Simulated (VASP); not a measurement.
Here is a VASP 6.6.1 calculation.

INCAR

```
SYSTEM = Na
PREC     = Accurate       ! precision mode
ENCUT    = 520            ! plane-wave cutoff, eV
EDIFF    = 1E-7           ! SCF threshold, eV
ISMEAR   = -1             ! smearing method
SIGMA    = 0.1            ! smearing width, eV
LREAL    = .False.        ! projectors in reciprocal space
LASPH    = .True.         ! aspherical terms in the spheres
NELM     = 60             ! most SCF steps
ALGO     = Normal         ! electronic algorithm
ISIF     = 2              ! what is computed and relaxed
LWAVE    = .False.        ! write WAVECAR
LCHARG   = .False.        ! write CHGCAR
GGA      = RE             ! functional
NBANDS   = 10             ! bands
```

KPOINTS

```
regular mesh
0
Gamma
  17 17 17
  0 0 0
```

File POSCAR:

```
Na
1.0
    0.0000000000      2.7709964288      2.7709964288
    2.7709964288      0.0000000000      2.7709964288
    2.7709964288      2.7709964288      0.0000000000
Na
1
Direct
    0.0000000000      0.0000000000      0.0000000000
```

Potentials or basis: VASP PAW PBE potentials, release 64 (Na_pv).

Run with:

```console
$ cat potpaw_PBE.64/Na_pv/POTCAR > POTCAR
$ mpirun -np 1 vasp_std > vasp.out
```

Task: Estimate the pressure.

Result: -0.5 GPa.

Caveat: the PAW data sets were made with another functional, which shifts forces and pressure a little.
